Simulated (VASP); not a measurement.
# Si3Bi2TeSe2 (P-3m1) in VASP: a series of runs

Si3Bi2TeSe2 is run at these levels: PBE; tasks: single point.

Everything below comes from runs of VASP 6.6.1. Logs are shortened: lines on timing, memory, paths and dates and some standing lists are left out, and cuts for length are marked.

### Step 1. The cell of the first run

Symmetry: P-3m1, No. 164, trigonal system. The conventional cell has a = 4.195 Å, b = 4.195 Å, c = 14.283 Å, α = 90.00°, β = 90.00°, γ = 120.00°. Within 3.3 Å of Si (site symmetry 3m) lie 6 Si at 2.52 to 2.80 Å. Within 3.3 Å of Si (site symmetry -3m) lie 6 Si at 2.52 Å. Within 3.8 Å of Bi (site symmetry 3m) lie 3 Se at 2.86 Å and 3 Te at 3.24 Å. Te (site symmetry -3m) has 6 Bi at 3.24 Å and 6 Te at 4.20 Å within 4.3 Å. Within 3.8 Å of Se (site symmetry 3m) lie 3 Bi at 2.86 Å and 3 Si at 3.67 Å.

### Step 2. Single point, PBE

The input, INCAR:

```
SYSTEM = Si3Bi2TeSe2
PREC = Accurate
ENCUT = 500
EDIFF = 1E-6
ISMEAR = 0
SIGMA = 0.15
LREAL = .FALSE.
LASPH = .TRUE.
NELM = 120
ALGO = Normal
ISIF = 2
LWAVE = .FALSE.
LCHARG = .FALSE.
GGA = PE
NBANDS = 40
GGA_COMPAT = .FALSE.
```

The input, KPOINTS:

```
regular mesh
0
G
  3 3 1
  0 0 0
```

The input, POSCAR:

```
Si3Bi2TeSe2
1.0
    4.1953279138      0.0000000000      0.0000000000
   -2.0976639569      3.6332605506      0.0000000000
    0.0000000000      0.0000000000     14.2833078317
Si Bi Te Se
3 2 1 2
Direct
    0.6666666667      0.3333333333      0.5489784456
    0.0000000000      0.0000000000      0.5000000000
    0.3333333333      0.6666666667      0.4510215544
    0.3333333333      0.6666666667      0.1509091205
    0.6666666667      0.3333333333      0.8490908795
    0.0000000000      0.0000000000      0.0000000000
    0.6666666667      0.3333333333      0.2577780554
    0.3333333333      0.6666666667      0.7422219446
```

Potentials or basis: VASP PAW PBE potentials, release 64 (Si, Bi_d, Te, Se).

Run with:

```console
$ cat potpaw_PBE.64/Si/POTCAR potpaw_PBE.64/Bi_d/POTCAR potpaw_PBE.64/Te/POTCAR potpaw_PBE.64/Se/POTCAR > POTCAR
$ mpirun -np 1 vasp_std > vasp.out
```

OUTCAR:

```text
SYSTEM = Si3Bi2TeSe2
   PREC = Accurate
   ENCUT = 500
   EDIFF = 1E-6
   ISMEAR = 0
   LREAL = .FALSE.
   LASPH = .TRUE.
   NELM = 120
   ISIF = 2
   GGA = PE

 ion  position               nearest neighbor table
   1  0.667  0.333  0.549-   2 2.52   2 2.52   2 2.52   3 2.80   3 2.80   3 2.80
   2  0.000  0.000  0.500-   1 2.52   3 2.52   1 2.52   3 2.52   1 2.52   3 2.52
   3  0.333  0.667  0.451-   2 2.52   2 2.52   2 2.52   1 2.80   1 2.80   1 2.80
   4  0.333  0.667  0.151-   7 2.86   7 2.86   7 2.86   6 3.24   6 3.24   6 3.24
   5  0.667  0.333  0.849-   8 2.86   8 2.86   8 2.86   6 3.24   6 3.24   6 3.24
   6  0.000  0.000  0.000-   4 3.24   5 3.24   5 3.24   4 3.24   5 3.24   4 3.24
   7  0.667  0.333  0.258-   4 2.86   4 2.86   4 2.86
   8  0.333  0.667  0.742-   5 2.86   5 2.86   5 2.86

  LATTYP: Found a hexagonal cell.
 ALAT       =     4.1953279138
 C/A-ratio  =     3.4045748330

  Lattice vectors:

 A1 = (   4.1953279138,   0.0000000000,   0.0000000000)
 A2 = (  -2.0976639569,   3.6332605506,   0.0000000000)
 A3 = (   0.0000000000,   0.0000000000,  14.2833078317)

Analysis of symmetry for initial positions (statically):
=====================================================================
 Subroutine PRICEL returns:
 Original cell was already a primitive cell.

 Routine SETGRP: Setting up the symmetry group for a
 hexagonal supercell.

 Subroutine GETGRP returns: Found 12 space group operations
 (whereof 12 operations were pure point group operations)
 out of a pool of 24 trial point group operations.

The static configuration has the point symmetry D_3d.

Analysis of symmetry for dynamics (positions and initial velocities):
=====================================================================
 Subroutine PRICEL returns:
 Original cell was already a primitive cell.

 Routine SETGRP: Setting up the symmetry group for a
 hexagonal supercell.

 Subroutine GETGRP returns: Found 12 space group operations
 (whereof 12 operations were pure point group operations)
 out of a pool of 24 trial point group operations.

The dynamic configuration has the point symmetry D_3d.

 Subroutine INISYM returns: Found 12 space group operations
 (whereof 12 operations are pure point group operations),
 and found     1 'primitive' translations

----------------------------------------------------------------------------------------

                                     Primitive cell

  volume of cell :     217.7165

  direct lattice vectors                    reciprocal lattice vectors
     4.195327914  0.000000000  0.000000000     0.238360391  0.137617436  0.000000000
    -2.097663957  3.633260551  0.000000000     0.000000000  0.275234871  0.000000000
     0.000000000  0.000000000 14.283307832     0.000000000  0.000000000  0.070011794

  length of vectors
     4.195327914  4.195327914 14.283307832     0.275234871  0.275234871  0.070011794

  position of ions in fractional coordinates (direct lattice)
     0.666666667  0.333333333  0.548978446
     0.000000000  0.000000000  0.500000000
     0.333333333  0.666666667  0.451021554
     0.333333333  0.666666667  0.150909121
     0.666666667  0.333333333  0.849090879
     0.000000000  0.000000000  0.000000000
     0.666666667  0.333333333  0.257778055
     0.333333333  0.666666667  0.742221945

  ion indices of the primitive-cell ions
   primitive index   ion index
                 1           1
                 2           2
                 3           3
                 4           4
                 5           5
                 6           6
                 7           7
                 8           8

----------------------------------------------------------------------------------------

 KPOINTS: regular mesh

Automatic generation of k-mesh.
 Grid dimensions read from file:
 generate k-points for:    3    3    1

 Generating k-lattice:

  Cartesian coordinates                     Fractional coordinates (reciprocal lattice)
     0.079453464  0.045872479  0.000000000     0.333333333  0.000000000  0.000000000
     0.000000000  0.091744957  0.000000000     0.000000000  0.333333333  0.000000000
     0.000000000  0.000000000  0.070011794     0.000000000  0.000000000  1.000000000

  Length of vectors
     0.091744957  0.091744957  0.070011794

  Shift w.r.t. Gamma in fractional coordinates (k-lattice)
     0.000000000  0.000000000  0.000000000

 Subroutine IBZKPT returns following result:
 ===========================================

 Found      3 irreducible k-points:

 Following reciprocal coordinates:
            Coordinates               Weight
  0.000000  0.000000  0.000000      1.000000
  0.333333 -0.000000  0.000000      6.000000
  0.333333  0.333333  0.000000      2.000000
   k-points           NKPTS =      3   k-points in BZ     NKDIM =      3   number of bands    NBANDS=     40
   number of dos      NEDOS =    301   number of ions     NIONS =      8
   total plane-waves  NPLWV = 110592
   dimension x,y,z NGX =    32 NGY =   32 NGZ =  108
   dimension x,y,z NGXF=    64 NGYF=   64 NGZF=  216
   ions per type =               3   2   1   2
   NGX,Y,Z   is equivalent  to a cutoff of  12.68, 12.68, 12.57 a.u.
   NGXF,Y,Z  is equivalent  to a cutoff of  25.36, 25.36, 25.14 a.u.
 SYSTEM =  Si3Bi2TeSe2
   PREC   = accura    normal or accurate (medium, high low for compatibility)
   ISTART =      0    job   : 0-new  1-cont  2-samecut
   ICHARG =      2    charge: 1-file 2-atom 10-const
   ISPIN  =      1    spin polarized calculation?
   LNONCOLLINEAR =      F non collinear calculations
   LSORBIT =      F    spin-orbit coupling
   LASPH  =      T    aspherical Exc in radial PAW
   ENCUT  =  500.0 eV  36.75 Ry    6.06 a.u.   7.65  7.65 26.04*2*pi/ulx,y,z
   NELM   =    120;   NELMIN=  2; NELMDL= -5     # of ELM steps
   EDIFF  = 0.1E-05   stopping-criterion for ELM
   LREAL  =      F    real-space projection
   EDIFFG = 0.1E-04   stopping-criterion for IOM
   NSW    =      0    number of steps for IOM
   IBRION =     -1    ionic relax: 0-MD 1-quasi-New 2-CG
   NFREE  =      0    steps in history (QN), initial steepest desc. (CG)
   ISIF   =      2    stress and relaxation
   ISYM   =      2    0-nonsym 1-usesym 2-fastsym
   POTIM  = 0.5000    time-step for ionic-motion
   TEBEG  =    0.0;   TEEND  =   0.0 temperature during run
   PSTRESS=    0.0 pullay stress
   NELECT =      60.0000    total number of electrons
   NUPDOWN=      -1.0000    fix difference up-down
   EMIN   =  10.00;   EMAX   =-10.00  energy-range for DOS
   EFERMI =   0.00;   METHOD = LEGACY
   ISMEAR =     0;   SIGMA  =   0.15  broadening in eV -4-tet -1-fermi 0-gaus
   EFERMI_NEDOS =   21; number of points for ismear=-14 and -15
   IALGO  =     38    algorithm
   IMIX   =      4    mixing-type and parameters
     AMIX     =   0.40;   BMIX     =  1.00
     AMIX_MAG =   1.60;   BMIX_MAG =  1.00
  volume/ion in A,a.u.               =      27.21       183.65
  Fermi-wavevector in a.u.,A,eV,Ry     =   1.065356  2.013231 15.442392  1.134984
  Thomas-Fermi vector in A             =   2.200905
   LORBIT       =      0    0 simple, 1 ext, 2 COOP (PROOUT), +10 PAW based schemes
   GGA     = PE    functional components
   LHFCALC =     F    Hartree Fock is set to
   AEXX    =    0.0000 exact exchange contribution
   IVDW    =     0    specifies the selected vdW correction
   LEPSILON=     F    determine dielectric tensor
   LRPA    =     F    only Hartree local field effects (RPA)
 non-spin polarized calculation
 Gauss-broadening in eV      SIGMA  =   0.15
  energy-cutoff  :      500.00
  volume of cell :      217.72
 maximum number of plane-waves:      5555
 NGX is ok and might be reduce to    30
   NGX = 15   NGY = 15   NGZ = 53

 number of electron      59.9999997 magnetization

 Free energy of the ion-electron system (eV)
  ---------------------------------------------------
  ext. energy  EPLUGINS =         0.00000000
  ---------------------------------------------------
  free energy    TOTEN  =       -33.62943580 eV

  energy without entropy =      -33.57957208  energy(sigma->0) =      -33.60450394

 E-fermi :   5.5003     XC(G=0):  -9.3405

 val. band max:        5.4175590164   @ k =   0.3333  -0.0000   0.0000
 cond. band min:       5.5543655811   @ k =   0.0000   0.0000   0.0000
 fundamental gap:      0.1368065647
 Fermi energy:         5.5003449236

 k-point     1 :       0.0000    0.0000    0.0000
  band No.  band energies     occupation
      1     -18.0356      2.00000
      2     -18.0356      2.00000
      3     -18.0346      2.00000
      4     -18.0346      2.00000
      5     -18.0275      2.00000
      6     -18.0261      2.00000
[... 32 lines left out ...]
     39       7.4642      0.00000
     40       9.6198      0.00000

 k-point     2 :       0.3333   -0.0000    0.0000
  band No.  band energies     occupation
      1     -18.0475      2.00000
      2     -18.0458      2.00000
      3     -18.0260      2.00000
      4     -18.0254      2.00000
      5     -18.0241      2.00000
      6     -18.0238      2.00000
[... 32 lines left out ...]
     39       9.2541      0.00000
     40       9.3981      0.00000

 k-point     3 :       0.3333    0.3333    0.0000
  band No.  band energies     occupation
      1     -18.0416      2.00000
      2     -18.0416      2.00000
      3     -18.0337      2.00000
      4     -18.0298      2.00000
      5     -18.0165      2.00000
      6     -18.0165      2.00000
[... 32 lines left out ...]
     39       9.1560      0.00000
     40      10.3173      0.00000

------------------------ aborting loop because EDIFF is reached ----------------------------------------

  FORCE on cell =-STRESS in cart. coord.  units (eV):
  Direction    XX          YY          ZZ          XY          YZ          ZX
  --------------------------------------------------------------------------------------
  -------------------------------------------------------------------------------------
  Total       -0.1969189     -0.1969189      0.1609477      0.0000000      0.0000000     -0.0000000
  in kB       -1.4491280     -1.4491280      1.1844155      0.0000000      0.0000000     -0.0000000
  external PRESSURE =      -0.5712802 kB  Pullay stress =       0.0000000 kB

 VOLUME and BASIS-vectors are now :
 -----------------------------------------------------------------------------
  energy-cutoff  :      500.00
  volume of cell :      217.72
      direct lattice vectors                 reciprocal lattice vectors
     4.195327914  0.000000000  0.000000000     0.238360391  0.137617436  0.000000000
    -2.097663957  3.633260551  0.000000000     0.000000000  0.275234871  0.000000000
     0.000000000  0.000000000 14.283307832     0.000000000  0.000000000  0.070011794

 POSITION                                       TOTAL-FORCE (eV/Angst)
 -----------------------------------------------------------------------------------
      2.09766      1.21109      7.84123        -0.000000      0.000000      0.011807
      0.00000      0.00000      7.14165         0.000000      0.000000      0.000000
     -0.00000      2.42217      6.44208         0.000000     -0.000000     -0.011807
     -0.00000      2.42217      2.15548         0.000000     -0.000000     -0.005518
      2.09766      1.21109     12.12783         0.000000      0.000000      0.005518
      0.00000      0.00000      0.00000         0.000000      0.000000      0.000000
      2.09766      1.21109      3.68192        -0.000000      0.000000      0.010457
     -0.00000      2.42217     10.60138         0.000000     -0.000000     -0.010457
 -----------------------------------------------------------------------------------
    total drift:                                0.000000      0.000000      0.000000

  FREE ENERGIE OF THE ION-ELECTRON SYSTEM (eV)
  ---------------------------------------------------
  free  energy   TOTEN  =       -33.6294357975 eV

  energy  without entropy=      -33.5795720815  energy(sigma->0) =      -33.60450394
```

Wall time 50 s (1 thread of Intel Xeon 6975P-C, shared host); peak memory 0.33 GiB.

What came out:

```yaml
Free_energy: -33.6294 eV
Pressure: -0.1 GPa
Largest_force: 0.012 eV/Å
Band_gap_on_the_k_mesh: zero (band 30 reaches 5.42 eV, above the bottom of band 31 at 4.80 eV)
```

Forces on the atoms (eV/Å):
```
Si   0.000  0.000  0.012
Si   0.000  0.000  0.000
Si   0.000  0.000 -0.012
Bi   0.000  0.000 -0.006
Bi   0.000  0.000  0.006
Te   0.000  0.000  0.000
Se   0.000  0.000  0.010
Se   0.000  0.000 -0.010
```

Caveat: the k points lie up to 0.58 Å⁻¹ apart; spin-orbit coupling is left out, which moves the levels of the heavy elements.

[end of part 1 of 2]
